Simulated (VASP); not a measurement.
# CuI (Marshite) (F-43m) in VASP: settings compared, part 2 of 2

VASP 6.6.1. The steps go on from the part before.

### 6 Single point, PBEsol+U

This run uses another cell than the first one, of 27.86 Å³/atom, 1.090 times its volume.

The input, INCAR:

```
SYSTEM = CuI
PREC     = Accurate       ! precision mode
ENCUT    = 520            ! plane-wave cutoff, eV
EDIFF    = 1E-6           ! SCF threshold, eV
ISMEAR   = -1             ! smearing method
SIGMA    = 0.05           ! smearing width, eV
LREAL    = .FALSE.        ! projectors in reciprocal space
LASPH    = .TRUE.         ! aspherical terms in the spheres
NELM     = 150            ! most SCF steps
ALGO     = Normal         ! electronic algorithm
ISIF     = 2              ! what is computed and relaxed
LWAVE    = .FALSE.        ! write WAVECAR
LCHARG   = .TRUE.         ! write CHGCAR
LMAXMIX  = 4              ! l up to which the mixer works
LDAU     = .TRUE.         ! DFT+U
LDAUTYPE = 2            
LDAUL    = -1 2           ! shell
LDAUU    = 0 1            ! U, eV
LDAUJ    = 0 0          
LDAUPRINT= 1            
GGA      = PS             ! functional
LELF     = .TRUE.         ! ELF
LVHAR    = .TRUE.       
NBANDS   = 16             ! bands
```

The input, KPOINTS:

```
Automatic mesh
0
G
  8 8 8
  0 0 0
```

The input, POSCAR:

```
CuI
1.0
    0.0000000000      3.0315000000      3.0315000000
    3.0315000000      0.0000000000      3.0315000000
    3.0315000000      3.0315000000      0.0000000000
I Cu
1 1
Direct
    0.0000000000      0.0000000000      0.0000000000
    0.7500000000      0.7500000000      0.7500000000
```

Potentials or basis: VASP PAW PBE potentials, release 64 (I, Cu).

On the command line:

```
> cat potpaw_PBE.64/I/POTCAR potpaw_PBE.64/Cu/POTCAR > POTCAR
> mpirun -np 1 vasp_std > vasp.out
```

OUTCAR:

```text
SYSTEM = CuI
   PREC = Accurate
   ENCUT = 520
   EDIFF = 1E-6
   ISMEAR = -1
   LREAL = .FALSE.
   LASPH = .TRUE.
   NELM = 150
   ISIF = 2
   GGA = PS

 ion  position               nearest neighbor table
   1  0.000  0.000  0.000-   2 2.63   2 2.63   2 2.63   2 2.63
   2  0.750  0.750  0.750-   1 2.63   1 2.63   1 2.63   1 2.63

  LATTYP: Found a face centered cubic cell.
 ALAT       =     6.0630000000

  Lattice vectors:

 A1 = (   0.0000000000,   3.0315000000,   3.0315000000)
 A2 = (   3.0315000000,   0.0000000000,   3.0315000000)
 A3 = (   3.0315000000,   3.0315000000,   0.0000000000)

Analysis of symmetry for initial positions (statically):
=====================================================================
 Subroutine PRICEL returns:
 Original cell was already a primitive cell.

 Routine SETGRP: Setting up the symmetry group for a
 face centered cubic supercell.

 Subroutine GETGRP returns: Found 24 space group operations
 (whereof 24 operations were pure point group operations)
 out of a pool of 48 trial point group operations.

The static configuration has the point symmetry T_d .

Analysis of symmetry for dynamics (positions and initial velocities):
=====================================================================
 Subroutine PRICEL returns:
 Original cell was already a primitive cell.

 Routine SETGRP: Setting up the symmetry group for a
 face centered cubic supercell.

 Subroutine GETGRP returns: Found 24 space group operations
 (whereof 24 operations were pure point group operations)
 out of a pool of 48 trial point group operations.

The dynamic configuration has the point symmetry T_d .

 Subroutine INISYM returns: Found 24 space group operations
 (whereof 24 operations are pure point group operations),
 and found     1 'primitive' translations

----------------------------------------------------------------------------------------

                                     Primitive cell

  volume of cell :      55.7189

  direct lattice vectors                    reciprocal lattice vectors
     0.000000000  3.031500000  3.031500000    -0.164934851  0.164934851  0.164934851
     3.031500000  0.000000000  3.031500000     0.164934851 -0.164934851  0.164934851
     3.031500000  3.031500000  0.000000000     0.164934851  0.164934851 -0.164934851

  length of vectors
     4.287188414  4.287188414  4.287188414     0.285675541  0.285675541  0.285675541

  position of ions in fractional coordinates (direct lattice)
     0.000000000  0.000000000  0.000000000
     0.750000000  0.750000000  0.750000000

  ion indices of the primitive-cell ions
   primitive index   ion index
                 1           1
                 2           2

[... 78 lines left out ...]
   ISYM   =      2    0-nonsym 1-usesym 2-fastsym
   POTIM  = 0.5000    time-step for ionic-motion
   TEBEG  =    0.0;   TEEND  =   0.0 temperature during run
   PSTRESS=    0.0 pullay stress
   NELECT =      18.0000    total number of electrons
   NUPDOWN=      -1.0000    fix difference up-down
   EMIN   =  10.00;   EMAX   =-10.00  energy-range for DOS
   EFERMI =   0.00;   METHOD = LEGACY
   ISMEAR =    -1;   SIGMA  =   0.05  broadening in eV -4-tet -1-fermi 0-gaus
   EFERMI_NEDOS =   21; number of points for ismear=-14 and -15
   IALGO  =     38    algorithm
   IMIX   =      4    mixing-type and parameters
     AMIX     =   0.40;   BMIX     =  1.00
     AMIX_MAG =   1.60;   BMIX_MAG =  1.00
  volume/ion in A,a.u.               =      27.86       188.00
  Fermi-wavevector in a.u.,A,eV,Ry     =   1.123306  2.122741 17.168055  1.261816
  Thomas-Fermi vector in A             =   2.259971
   LORBIT       =      0    0 simple, 1 ext, 2 COOP (PROOUT), +10 PAW based schemes
 LDA+U is selected, type is set to LDAUTYPE =  2
   angular momentum for each species LDAUL =    -1    2
   U (eV)           for each species LDAUU =   0.0  1.0
   J (eV)           for each species LDAUJ =   0.0  0.0
   GGA     = PS    functional components
   LHFCALC =     F    Hartree Fock is set to
   AEXX    =    0.0000 exact exchange contribution
   IVDW    =     0    specifies the selected vdW correction
   LEPSILON=     F    determine dielectric tensor
   LRPA    =     F    only Hartree local field effects (RPA)
 non-spin polarized calculation
  energy-cutoff  :      520.00
  volume of cell :       55.72
 maximum number of plane-waves:      1524
   NGX = 15   NGY = 15   NGZ = 15

atom =   2  type =  2  l = 2

 onsite density matrix

spin component  1

  0.9405  0.0000 -0.0000  0.0000  0.0000
  0.0000  0.9405  0.0000  0.0000  0.0000
 -0.0000  0.0000  0.9341  0.0000 -0.0000
  0.0000  0.0000  0.0000  0.9405 -0.0000
  0.0000  0.0000 -0.0000 -0.0000  0.9341

spin component  2

  0.9405  0.0000 -0.0000  0.0000  0.0000
  0.0000  0.9405  0.0000  0.0000  0.0000
 -0.0000  0.0000  0.9341  0.0000 -0.0000
  0.0000  0.0000  0.0000  0.9405 -0.0000
  0.0000  0.0000 -0.0000 -0.0000  0.9341

 occupancies and eigenvectors

  o =  0.9341  v =  0.0000 -0.0000 -0.8903  0.0000  0.4554  0.0000  0.0000  0.0000  0.0000  0.0000      0.0000  0.0000  0.0000  0.0000  0.0000  0.0000  0.0000  0.0000  0.0000  0.0000
  o =  0.9341  v =  0.0000  0.0000  0.0000  0.0000  0.0000  0.0000 -0.0000 -0.8903  0.0000  0.4554      0.0000  0.0000  0.0000  0.0000  0.0000  0.0000  0.0000  0.0000  0.0000  0.0000
  o =  0.9341  v =  0.0000 -0.0000  0.4554 -0.0000  0.8903  0.0000  0.0000  0.0000  0.0000  0.0000      0.0000  0.0000  0.0000  0.0000  0.0000  0.0000  0.0000  0.0000  0.0000  0.0000
  o =  0.9341  v =  0.0000  0.0000  0.0000  0.0000  0.0000  0.0000 -0.0000  0.4554 -0.0000  0.8903      0.0000  0.0000  0.0000  0.0000  0.0000  0.0000  0.0000  0.0000  0.0000  0.0000
  o =  0.9405  v =  1.0000  0.0000  0.0000  0.0000  0.0000  0.0000  0.0000  0.0000  0.0000  0.0000      0.0000  0.0000  0.0000  0.0000  0.0000  0.0000  0.0000  0.0000  0.0000  0.0000
  o =  0.9405  v =  0.0000  0.0000  0.0000  0.0000  0.0000  1.0000  0.0000  0.0000  0.0000  0.0000      0.0000  0.0000  0.0000  0.0000  0.0000  0.0000  0.0000  0.0000  0.0000  0.0000
  o =  0.9405  v =  0.0000  0.0000  0.0000  0.0000  0.0000  0.0000 -0.6492  0.0000 -0.7606 -0.0000      0.0000  0.0000  0.0000  0.0000  0.0000  0.0000  0.0000  0.0000  0.0000  0.0000
  o =  0.9405  v =  0.0000 -0.6492  0.0000 -0.7606 -0.0000  0.0000  0.0000  0.0000  0.0000  0.0000      0.0000  0.0000  0.0000  0.0000  0.0000  0.0000  0.0000  0.0000  0.0000  0.0000
  o =  0.9405  v =  0.0000  0.7606 -0.0000 -0.6492  0.0000  0.0000  0.0000  0.0000  0.0000  0.0000      0.0000  0.0000  0.0000  0.0000  0.0000  0.0000  0.0000  0.0000  0.0000  0.0000
  o =  0.9405  v =  0.0000  0.0000  0.0000  0.0000  0.0000  0.0000  0.7606 -0.0000 -0.6492  0.0000      0.0000  0.0000  0.0000  0.0000  0.0000  0.0000  0.0000  0.0000  0.0000  0.0000

 number of electron      18.0000014 magnetization

 Free energy of the ion-electron system (eV)
  ---------------------------------------------------
  ext. energy  EPLUGINS =         0.00000000
  ---------------------------------------------------
  free energy    TOTEN  =        -5.99657272 eV

  energy without entropy =       -5.99657264  energy(sigma->0) =       -5.99657268

 E-fermi :   4.7852     XC(G=0):  -9.1279

 val. band max:        4.1539116865   @ k =   0.0000   0.0000   0.0000
 cond. band min:       5.3367395411   @ k =   0.0000   0.0000   0.0000
 fundamental gap:      1.1828278546
 Fermi energy:         4.7851866302

 k-point     1 :       0.0000    0.0000    0.0000
  band No.  band energies     occupation
      1      -9.7413      2.00000
      2       0.5285      2.00000
      3       0.5285      2.00000
      4       0.5285      2.00000
      5       2.1863      2.00000
      6       2.1863      2.00000
[... 433 lines left out ...]
      3       0.0520      2.00000
      4       0.5457      2.00000
      5       2.1213      2.00000
      6       2.1970      2.00000
[... 8 lines left out ...]
     15      14.9197      0.00000
     16      15.5318      0.00000

 [... further k-points ...]
[... 5 lines left out ...]
  --------------------------------------------------------------------------------------
  -------------------------------------------------------------------------------------
  Total       -0.8235654     -0.8235654     -0.8235654      0.0000000      0.0000000      0.0000000
  in kB      -23.6813219    -23.6813219    -23.6813219      0.0000000      0.0000000      0.0000000
  external PRESSURE =     -23.6813219 kB  Pullay stress =       0.0000000 kB

 VOLUME and BASIS-vectors are now :
 -----------------------------------------------------------------------------
  energy-cutoff  :      520.00
  volume of cell :       55.72
      direct lattice vectors                 reciprocal lattice vectors
     0.000000000  3.031500000  3.031500000    -0.164934851  0.164934851  0.164934851
     3.031500000  0.000000000  3.031500000     0.164934851 -0.164934851  0.164934851
     3.031500000  3.031500000  0.000000000     0.164934851  0.164934851 -0.164934851

 POSITION                                       TOTAL-FORCE (eV/Angst)
 -----------------------------------------------------------------------------------
      0.00000      0.00000      0.00000         0.000000      0.000000      0.000000
      4.54725      4.54725      4.54725        -0.000000     -0.000000     -0.000000
 -----------------------------------------------------------------------------------
    total drift:                               -0.000000     -0.000000     -0.000000

  FREE ENERGIE OF THE ION-ELECTRON SYSTEM (eV)
  ---------------------------------------------------
  free  energy   TOTEN  =        -5.9965727210 eV

  energy  without entropy=       -5.9965726366  energy(sigma->0) =       -5.99657268
```

Wall time 9.6 s (1 thread of Intel Xeon 6975P-C (Granite Rapids), shared host); peak memory 0.18 GiB.

What came out:

```
Free energy            : -5.9966 eV
Pressure               : -2.4 GPa
Band gap on the k mesh : 1.18 eV, direct
```

Levels at points of the mesh, in eV from the valence-band top:
```
           k point  band 5  band 6  band 7  band 8  band 9  band 10  band 11  band 12  band 13  band 14
(0.00, 0.00, 0.00)   -1.97   -1.97    0.00    0.00    0.00     1.18     4.98     4.98     4.98     8.19
(0.50, 0.00, 0.00)   -1.94   -1.94   -1.90   -0.73   -0.73     2.23     5.49     5.49     7.38     9.14
(0.50, 0.50, 0.00)   -1.99   -1.89   -1.88   -1.58   -1.58     2.72     2.97     9.21     9.86     9.86
```

Eigenvalues of the final occupation matrices:
| site | spin | trace | eigenvalues |
| --- | --- | --- | --- |
| site 2 d | 1 | 4.69 | 0.93 0.93 0.94 0.94 0.94 |
| site 2 d | 2 | 4.69 | 0.93 0.93 0.94 0.94 0.94 |

Caveat: the PAW data sets were made with another functional, which shifts forces and pressure a little; spin-orbit coupling is left out, which moves the levels of the heavy elements.

### 7 Summary

```tsv
level	U	cell	gap on the mesh (eV)	pressure (GPa)
PBEsol+D4	-	a = 4.165 Å, angles 60.0°, 2 atoms	1.27	0.1
PBEsol	-	a = 4.200 Å, angles 60.0°, 2 atoms	1.20	0.4
PBEsol	-	a = 4.287 Å, angles 60.0°, 2 atoms	1.03	-2.2
PBEsol+D3(BJ)	-	a = 4.287 Å, angles 60.0°, 2 atoms	1.03	-4.3
PBEsol+U	Cu d U = 1.0 eV	a = 4.287 Å, angles 60.0°, 2 atoms	1.18	-2.4
```

Alike in all rows: task single point; potentials or basis VASP PAW PBE potentials, release 64 (I, Cu); no spin polarisation; k mesh 8 × 8 × 8; cutoff (eV) 520; smearing fermi-dirac 0.05 eV.

Caveats: the PAW data sets were made with another functional, which shifts forces and pressure a little; spin-orbit coupling is left out, which moves the levels of the heavy elements; three body term missing (some runs).

Total energies depend on the potentials used, so only differences within one code and one set of settings carry meaning.
